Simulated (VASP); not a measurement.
# BaTiO3 (Amm2) in VASP: single point with r2SCAN

Aim: the single point of BaTiO3 with r2SCAN.

Everything below comes from runs of VASP 6.6.1. Logs are shortened: lines on timing, memory, paths and dates and some standing lists are left out, and cuts for length are marked.

## 1. The cell of the first run

It takes space group Amm2 (No. 38, orthorhombic). The conventional cell has a = 3.963 Å, b = 5.716 Å, c = 5.748 Å, α = 90.00°, β = 90.00°, γ = 90.00°. Within 3.7 Å of Ba (site symmetry mm2) lie 12 O at 2.77 to 2.98 Å and 8 Ti at 3.42 to 3.57 Å. Within 2.5 Å of Ti (site symmetry mm2) lie 6 O at 1.85 to 2.21 Å. Within 2.5 Å of O (site symmetry m) lie 2 Ti at 1.85 to 2.21 Å. Within 2.6 Å of O (site symmetry mm2) lie 2 Ti at 1.99 Å.

## 2. Single point, r2SCAN

Contents of POSCAR:

```
BaTiO3
1.0
    3.9633923944      0.0000000000      0.0000000000
    0.0000000000      2.8580875978      2.8742062292
    0.0000000000     -2.8580875978      2.8742062292
Ba Ti O
1 1 3
Direct
    0.0000000000      0.0050168090      0.0050168090
    0.5000000000      0.5205717647      0.5205717647
    0.5000000000      0.9767360602      0.4906303818
    0.5000000000      0.4906303818      0.9767360602
    0.0000000000      0.4869449842      0.4869449842
```

Contents of INCAR.step1:

```
SYSTEM = BaTiO3
ALGO = Normal
EDIFF = 1E-4
ENCUT = 520
GGA = PE
ISMEAR = 0
LASPH = .True.
LCHARG = .False.
LREAL = .False.
LWAVE = .True.
NBANDS = 28
NELM = 100
PREC = Accurate
SIGMA = 0.02
```

Contents of INCAR.step2:

```
SYSTEM = BaTiO3
ALGO = Normal
EDIFF = 1E-6
ENCUT = 520
ISIF = 2
ISMEAR = 0
ISTART = 1
LASPH = .True.
LCHARG = .True.
LELF = .True.
LMIXTAU = .True.
LREAL = .False.
LVHAR = .True.
LWAVE = .False.
METAGGA = R2SCAN
NBANDS = 28
NELM = 100
PREC = Accurate
SIGMA = 0.02
```

Contents of KPOINTS:

```
k-points
0
Gamma
  6 6 6
  0 0 0
```

Potentials or basis: VASP PAW PBE potentials, release 64 (Ba_sv, Ti_sv, O).

Launch:

```bash
$ cat potpaw_PBE.64/Ba_sv/POTCAR potpaw_PBE.64/Ti_sv/POTCAR potpaw_PBE.64/O/POTCAR > POTCAR
$ cp INCAR.step1 INCAR
$ mpirun -np 1 vasp_std > vasp.out
$ cp INCAR.step2 INCAR
$ mpirun -np 1 vasp_std > vasp.out
```

OUTCAR:

```text
SYSTEM = BaTiO3
   EDIFF = 1E-6
   ENCUT = 520
   ISIF = 2
   ISMEAR = 0
   ISTART = 1
   LASPH = .True.
   LREAL = .False.
   METAGGA = R2SCAN
   NELM = 100
   PREC = Accurate

 ion  position               nearest neighbor table
   1  0.000  0.005  0.005-   5 2.77   4 2.80   3 2.80   3 2.80   4 2.80   5 2.86   5 2.86   4 2.88
                             3 2.88   3 2.88   4 2.88   5 2.98   2 3.42   2 3.42   2 3.48   2 3.48
   2  0.500  0.521  0.521-   3 1.85   4 1.85   5 1.99   5 1.99   3 2.21   4 2.21   1 3.42   1 3.42
                             1 3.48   1 3.48   1 3.48   1 3.48   1 3.57   1 3.57
   3  0.500  0.977  0.491-   2 1.85   2 2.21   1 2.80   1 2.80   1 2.88   1 2.88
   4  0.500  0.491  0.977-   2 1.85   2 2.21   1 2.80   1 2.80   1 2.88   1 2.88
   5  0.000  0.487  0.487-   2 1.99   2 1.99   1 2.77   1 2.86   1 2.86   1 2.98

  LATTYP: Found a base centered orthorhombic cell.
 ALAT       =     5.7161751956
 B/A-ratio  =     1.0056396562
 C/A-ratio  =     0.6933644017

  Lattice vectors:

 A1 = (   0.0000000000,   2.8580875978,  -2.8742062292)
 A2 = (   0.0000000000,   2.8580875978,   2.8742062292)
 A3 = (   3.9633923944,   0.0000000000,   0.0000000000)

Analysis of symmetry for initial positions (statically):
=====================================================================
 Subroutine PRICEL returns:
 Original cell was already a primitive cell.

 Routine SETGRP: Setting up the symmetry group for a
 base centered orthorhombic supercell.

 Subroutine GETGRP returns: Found  4 space group operations
 (whereof  4 operations were pure point group operations)
 out of a pool of  8 trial point group operations.

The static configuration has the point symmetry C_2v.

Analysis of symmetry for dynamics (positions and initial velocities):
=====================================================================
 Subroutine PRICEL returns:
 Original cell was already a primitive cell.

 Routine SETGRP: Setting up the symmetry group for a
 base centered orthorhombic supercell.

 Subroutine GETGRP returns: Found  4 space group operations
 (whereof  4 operations were pure point group operations)
 out of a pool of  8 trial point group operations.

The dynamic configuration has the point symmetry C_2v.

 Subroutine INISYM returns: Found  4 space group operations
 (whereof  4 operations are pure point group operations),
 and found     1 'primitive' translations

----------------------------------------------------------------------------------------

                                     Primitive cell

  volume of cell :      65.1164

  direct lattice vectors                    reciprocal lattice vectors
     3.963392394  0.000000000  0.000000000     0.252309108  0.000000000  0.000000000
     0.000000000  2.858087598  2.874206229     0.000000000  0.174942154  0.173961073
     0.000000000 -2.858087598  2.874206229     0.000000000 -0.174942154  0.173961073

  length of vectors
     3.963392394  4.053359861  4.053359861     0.252309108  0.246712813  0.246712813

  position of ions in fractional coordinates (direct lattice)
     0.000000000  0.005016809  0.005016809
     0.500000000  0.520571765  0.520571765
     0.500000000  0.976736060  0.490630382
     0.500000000  0.490630382  0.976736060
     0.000000000  0.486944984  0.486944984

  ion indices of the primitive-cell ions
   primitive index   ion index
                 1           1
                 2           2
                 3           3
                 4           4
                 5           5

----------------------------------------------------------------------------------------

 KPOINTS: k-points

Automatic generation of k-mesh.
 Grid dimensions read from file:
 generate k-points for:    6    6    6

 Generating k-lattice:

  Cartesian coordinates                     Fractional coordinates (reciprocal lattice)
     0.042051518  0.000000000  0.000000000     0.166666667  0.000000000  0.000000000
     0.000000000  0.029157026  0.028993512     0.000000000  0.166666667  0.000000000
     0.000000000 -0.029157026  0.028993512     0.000000000  0.000000000  0.166666667

  Length of vectors
     0.042051518  0.041118802  0.041118802

  Shift w.r.t. Gamma in fractional coordinates (k-lattice)
     0.000000000  0.000000000  0.000000000

 Subroutine IBZKPT returns following result:
 ===========================================

 Found     52 irreducible k-points:

 Following reciprocal coordinates:
            Coordinates               Weight
  0.000000  0.000000  0.000000      1.000000
  0.166667  0.000000  0.000000      2.000000
  0.333333  0.000000  0.000000      2.000000
  0.500000  0.000000  0.000000      1.000000
  0.000000  0.166667  0.000000      4.000000
  0.166667  0.166667  0.000000      8.000000
[... 16 lines left out ...]
  0.333333  0.333333  0.166667      8.000000
  0.500000  0.333333  0.166667      4.000000
 [... further k-points ...]
   k-points           NKPTS =     52   k-points in BZ     NKDIM =     52   number of bands    NBANDS=     28
   number of dos      NEDOS =    301   number of ions     NIONS =      5
   total plane-waves  NPLWV =  27000
   dimension x,y,z NGX =    30 NGY =   30 NGZ =   30
   dimension x,y,z NGXF=    60 NGYF=   60 NGZF=   60
   ions per type =               1   1   3
   NGX,Y,Z   is equivalent  to a cutoff of  12.58, 12.30, 12.30 a.u.
   NGXF,Y,Z  is equivalent  to a cutoff of  25.17, 24.61, 24.61 a.u.
 SYSTEM =  BaTiO3
   PREC   = accura    normal or accurate (medium, high low for compatibility)
   ISTART =      1    job   : 0-new  1-cont  2-samecut
   ICHARG =      0    charge: 1-file 2-atom 10-const
   ISPIN  =      1    spin polarized calculation?
   LNONCOLLINEAR =      F non collinear calculations
   LSORBIT =      F    spin-orbit coupling
   LASPH  =      T    aspherical Exc in radial PAW
   ENCUT  =  520.0 eV  38.22 Ry    6.18 a.u.   7.37  7.54  7.54*2*pi/ulx,y,z
   NELM   =    100;   NELMIN=  2; NELMDL=  0     # of ELM steps
   EDIFF  = 0.1E-05   stopping-criterion for ELM
   LREAL  =      F    real-space projection
   EDIFFG = 0.1E-04   stopping-criterion for IOM
   NSW    =      0    number of steps for IOM
   IBRION =     -1    ionic relax: 0-MD 1-quasi-New 2-CG
   NFREE  =      0    steps in history (QN), initial steepest desc. (CG)
   ISIF   =      2    stress and relaxation
   ISYM   =      2    0-nonsym 1-usesym 2-fastsym
   POTIM  = 0.5000    time-step for ionic-motion
   TEBEG  =    0.0;   TEEND  =   0.0 temperature during run
   PSTRESS=    0.0 pullay stress
   NELECT =      40.0000    total number of electrons
   NUPDOWN=      -1.0000    fix difference up-down
   EMIN   =  10.00;   EMAX   =-10.00  energy-range for DOS
   EFERMI =   0.00;   METHOD = LEGACY
   ISMEAR =     0;   SIGMA  =   0.02  broadening in eV -4-tet -1-fermi 0-gaus
   EFERMI_NEDOS =   21; number of points for ismear=-14 and -15
   IALGO  =     38    algorithm
   IMIX   =      4    mixing-type and parameters
     AMIX     =   0.40;   BMIX     =  1.00
     AMIX_MAG =   1.60;   BMIX_MAG =  1.00
  volume/ion in A,a.u.               =      13.02        87.89
  Fermi-wavevector in a.u.,A,eV,Ry     =   1.391654  2.629845 26.350420  1.936701
  Thomas-Fermi vector in A             =   2.515472
   LORBIT       =      0    0 simple, 1 ext, 2 COOP (PROOUT), +10 PAW based schemes
   METAGGA = R2SCAN    functional components
   LHFCALC =     F    Hartree Fock is set to
   AEXX    =    0.0000 exact exchange contribution
   IVDW    =     0    specifies the selected vdW correction
   LEPSILON=     F    determine dielectric tensor
   LRPA    =     F    only Hartree local field effects (RPA)
 non-spin polarized calculation
 Gauss-broadening in eV      SIGMA  =   0.02
  energy-cutoff  :      520.00
  volume of cell :       65.12
 maximum number of plane-waves:      1781
 NGX is ok and might be reduce to    30
   NGX = 15   NGY = 15   NGZ = 15

 number of electron      40.0000000 magnetization

 Free energy of the ion-electron system (eV)
  ---------------------------------------------------
  ext. energy  EPLUGINS =         0.00000000
  ---------------------------------------------------
  free energy    TOTEN  =       -74.26638176 eV

  energy without entropy =      -74.26638176  energy(sigma->0) =      -74.26638176

 E-fermi :   3.4984     XC(G=0): -11.8098

 val. band max:        3.4079865960   @ k =   0.5000   0.5000   0.5000
 cond. band min:       6.0505088664   @ k =   0.0000   0.0000   0.0000
 fundamental gap:      2.6425222704
 Fermi energy:         3.4984070400

 k-point     1 :       0.0000    0.0000    0.0000
  band No.  band energies     occupation
      1     -55.1804      2.00000
      2     -30.4052      2.00000
      3     -30.4024      2.00000
      4     -30.3330      2.00000
      5     -22.1500      2.00000
      6     -14.4113      2.00000
[... 20 lines left out ...]
     27       9.1009      0.00000
     28      11.4587      0.00000

 k-point     2 :       0.1667    0.0000    0.0000
  band No.  band energies     occupation
      1     -55.1801      2.00000
      2     -30.4047      2.00000
      3     -30.4018      2.00000
      4     -30.3493      2.00000
      5     -22.1179      2.00000
      6     -14.4283      2.00000
[... 20 lines left out ...]
     27       9.6057      0.00000
     28      12.1187      0.00000

 k-point     3 :       0.3333    0.0000    0.0000
  band No.  band energies     occupation
      1     -55.1794      2.00000
      2     -30.4035      2.00000
      3     -30.4007      2.00000
      4     -30.3817      2.00000
      5     -22.0521      2.00000
      6     -14.5444      2.00000
[... 20 lines left out ...]
     27      10.7616      0.00000
     28      12.2658      0.00000

 k-point     4 :       0.5000    0.0000    0.0000
  band No.  band energies     occupation
      1     -55.1791      2.00000
      2     -30.4030      2.00000
      3     -30.4000      2.00000
      4     -30.3979      2.00000
      5     -22.0185      2.00000
      6     -14.6238      2.00000
[... 20 lines left out ...]
     27      11.6204      0.00000
     28      12.2011      0.00000

 k-point     5 :       0.0000    0.1667    0.0000
  band No.  band energies     occupation
      1     -55.1802      2.00000
      2     -30.4167      2.00000
      3     -30.4032      2.00000
      4     -30.3325      2.00000
      5     -22.1224      2.00000
      6     -14.4279      2.00000
[... 20 lines left out ...]
     27       9.6024      0.00000
     28      12.0946      0.00000

 k-point     6 :       0.1667    0.1667    0.0000
  band No.  band energies     occupation
      1     -55.1799      2.00000
      2     -30.4160      2.00000
      3     -30.4026      2.00000
      4     -30.3488      2.00000
      5     -22.0929      2.00000
      6     -14.4071      2.00000
[... 463 lines left out ...]
      5     -22.0465      2.00000
      6     -14.4409      2.00000
[... 20 lines left out ...]
     27      11.2936      0.00000
     28      12.7216      0.00000

 k-point    22 :       0.1667    0.3333    0.1667
  band No.  band energies     occupation
      1     -55.1792      2.00000
      2     -30.4402      2.00000
      3     -30.4142      2.00000
      4     -30.3473      2.00000
      5     -22.0234      2.00000
      6     -14.3436      2.00000
[... 20 lines left out ...]
     27      11.4530      0.00000
     28      12.4981      0.00000

 k-point    23 :       0.3333    0.3333    0.1667
  band No.  band energies     occupation
      1     -55.1785      2.00000
      2     -30.4387      2.00000
      3     -30.4130      2.00000
      4     -30.3792      2.00000
      5     -21.9765      2.00000
      6     -14.1900      2.00000
[... 20 lines left out ...]
     27      12.1944      0.00000
     28      12.3641      0.00000

 k-point    24 :       0.5000    0.3333    0.1667
  band No.  band energies     occupation
      1     -55.1782      2.00000
      2     -30.4378      2.00000
      3     -30.4123      2.00000
      4     -30.3950      2.00000
      5     -21.9527      2.00000
      6     -14.1493      2.00000
[... 20 lines left out ...]
     27      12.1615      0.00000
     28      12.5788      0.00000

 [... further k-points ...]

------------------------ aborting loop because EDIFF is reached ----------------------------------------

  FORCE on cell =-STRESS in cart. coord.  units (eV):
  Direction    XX          YY          ZZ          XY          YZ          ZX
  --------------------------------------------------------------------------------------
  -------------------------------------------------------------------------------------
  Total        0.7486606      0.8115561      0.7652834      0.0000000      0.0000000      0.0000000
  in kB       18.4206543     19.9681859     18.8296545      0.0000000      0.0000000      0.0000000
  external PRESSURE =      19.0728316 kB  Pullay stress =       0.0000000 kB

 VOLUME and BASIS-vectors are now :
 -----------------------------------------------------------------------------
  energy-cutoff  :      520.00
  volume of cell :       65.12
      direct lattice vectors                 reciprocal lattice vectors
     3.963392394  0.000000000  0.000000000     0.252309108  0.000000000  0.000000000
     0.000000000  2.858087598  2.874206229     0.000000000  0.174942154  0.173961073
     0.000000000 -2.858087598  2.874206229     0.000000000 -0.174942154  0.173961073

 POSITION                                       TOTAL-FORCE (eV/Angst)
 -----------------------------------------------------------------------------------
      0.00000      0.00000      0.02884         0.000000      0.000000     -0.031848
      1.98170      0.00000      2.99246         0.000000      0.000000     -0.173007
      1.98170      1.38933      4.21751         0.000000      0.079754      0.093880
      1.98170     -1.38933      4.21751         0.000000     -0.079754      0.093880
      0.00000      0.00000      2.79916         0.000000      0.000000      0.017095
 -----------------------------------------------------------------------------------
    total drift:                                0.000000     -0.000001      0.009723

  FREE ENERGIE OF THE ION-ELECTRON SYSTEM (eV)
  ---------------------------------------------------
  free  energy   TOTEN  =       -74.2663817582 eV

  energy  without entropy=      -74.2663817582  energy(sigma->0) =      -74.26638176
```

Wall time 5.2 min (1 thread of Intel Xeon 6975P-C (Granite Rapids), shared host); peak memory 0.23 GiB.

What came out:

```yaml
Free_energy: -74.2664 eV
Pressure: 1.9 GPa
Largest_force: 0.173 eV/Å
Band_gap_on_the_k_mesh: 2.64 eV (least direct gap 3.12 eV)
```

Forces on the atoms (eV/Å):
```
Ba   0.000  0.000 -0.032
Ti   0.000  0.000 -0.173
O    0.000  0.080  0.094
O    0.000 -0.080  0.094
O    0.000  0.000  0.017
```

Caveat: the PAW data sets were made with another functional, which shifts forces and pressure a little; spin-orbit coupling is left out, which moves the levels of the heavy elements. A k mesh can miss the band edges.
